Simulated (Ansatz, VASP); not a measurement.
Two plane-wave programs on KI

INCAR

```
  PREC = Accurate
  ENCUT = 520
  EDIFF = 1E-6
  ISMEAR = 0
  SIGMA = 0.01
  LREAL = False
  LASPH = True
  NELM = 80
  ALGO = Normal
  ISIF = 2
  LWAVE = False
  LCHARG = False
  GGA = PS
  NBANDS = 15
```

KPOINTS

```
Automatic mesh
0
Gamma
  6 6 6
```

The input POSCAR:

```
KI
1.0
    4.4564030225      0.0000000000      0.0000000000
    0.0000000000      4.4564030225      0.0000000000
    0.0000000000      0.0000000000      4.4564030225
K I
1 1
Direct
    0.0000000000      0.0000000000      0.0000000000
    0.5000000000      0.5000000000      0.5000000000
```

Input for Ansatz:

```yaml
crystal:
  lattice:
    - [4.4564030224762305, 0.0, 0.0]
    - [0.0, 4.4564030224762305, 0.0]
    - [0.0, 0.0, 4.4564030224762305]
  atoms:
    - { symbol: K, position: [0.0, 0.0, 0.0] }
    - { symbol: I, position: [0.5, 0.5, 0.5] }
basis:
  ecutwfc: 476.19925930478996
kpoints:
  mp_grid:
    grid: [6, 6, 6]
hamiltonian:
  xc: pbesol
scf:
  occupations:
    method: fixed
output:
  stress: true
```

Alike in both runs: task single point; functional PBEsol; k mesh 6 × 6 × 6; no spin polarisation.

|  | VASP | Ansatz |
| --- | --- | --- |
| version | VASP 6.6.1 | Ansatz 0.2.0 |
| potentials or method | VASP PAW PBE potentials, release 64 (K_sv, I), cutoff 520 eV | plane waves, PAW |
| occupations | gaussian, width 0.01 eV | fixed |
| valence electrons in the cell | 16 | 26 |

Ansatz gave:

* pressure (GPa): -1.6

**Question.** What did VASP give for the same quantities?

**Answer.** Pressure (GPa): -1.5.

VASP's potentials were made for PBE, not for PBEsol. VASP's potentials hold 16 valence electrons a cell and Ansatz's 26, so a difference there can come from the potentials and not from the codes.

Spin-orbit coupling is off throughout.
